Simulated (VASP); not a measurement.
KBr:

```
CELL_PARAMETERS angstrom
0.00000 3.30000 3.30000
3.30000 0.00000 3.30000
3.30000 3.30000 0.00000
ATOMIC_POSITIONS crystal
Br 0.50000 0.50000 0.50000
K 0.00000 0.00000 0.00000
```

Base run:

| Item | Value |
| --- | --- |
| Program | VASP 6.6.1 |
| Functional | PBE-based screened hybrid with 25 % exact exchange |
| Potentials or basis | VASP PAW PBE potentials, release 64 (Br, K_sv) |
| Cutoff | 520 eV |
| k mesh | 4 × 4 × 4 |
| Occupations | fermi-dirac, width 0.05 eV |
| Spin | no spin polarisation |

Its results: band gap on the k mesh 5.37 eV; pressure 0.5 GPa.

Question: The run is repeated on the same cell with these changes: screening parameter from 0.3 1/Å to 0.2 1/Å. What comes out?

Answer: Band gap on the k mesh 5.62 eV; pressure 0.5 GPa.

Caveats: the PAW data sets were made with another functional, which shifts forces and pressure a little.

